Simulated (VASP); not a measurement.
Write the native input for VASP 6.6.1 that does the following.

- Task: single point
- Functional: PBE
- Potentials or basis: VASP PAW PBE potentials, release 64 (Zr_sv, O)
- Cutoff: 600 eV
- k mesh: 8 × 8 × 8
- Occupations: fermi-dirac, width 0.02 eV
- Spin: no spin polarisation
- Dipole correction: no
- Further INCAR settings: ALGO = Normal; EDIFF = 1e-06; NBANDS = 19

The structure of ZrO2 lies in POSCAR:

```
ZrO2
1.0
    0.0000000000      2.5721964942      2.5721964942
    2.5721964942      0.0000000000      2.5721964942
    2.5721964942      2.5721964942      0.0000000000
Zr O
1 2
Direct
    0.0000000000      0.0000000000      0.0000000000
    0.2500000000      0.2500000000      0.2500000000
    0.7500000000      0.7500000000      0.7500000000
```

This cell differs from its parent crystal: strain +1.1%.

These files were run (other wordings do the same):

INCAR

```
  PREC = Accurate
  ENCUT = 600
  EDIFF = 1E-6
  ISMEAR = -1
  SIGMA = 0.02
  LREAL = False
  LASPH = True
  NELM = 120
  ALGO = Normal
  ISIF = 2
  LWAVE = False
  LCHARG = False
  GGA = PE
  NBANDS = 19
  GGA_COMPAT = False
```

KPOINTS

```
regular mesh
0
Gamma
  8 8 8
```

Potentials or basis: VASP PAW PBE potentials, release 64 (Zr_sv, O).

The run is started by

```bash
$ cat potpaw_PBE.64/Zr_sv/POTCAR potpaw_PBE.64/O/POTCAR > POTCAR
$ mpirun -np 1 vasp_std > vasp.out
```

Results of the run:

The pressure is -3.7 GPa and the band gap on the k mesh is 3.27 eV (least direct gap 3.68 eV).

Caveat: the cell differs from its parent crystal (strain +1.1%); the cell stands under tension.

Wall time 26 s on 1 thread of Intel(R) Xeon(R) Platinum 8259CL CPU @ 2.50GHz (Skylake/Cascade Lake) (shared host), peak memory 0.18 GiB.
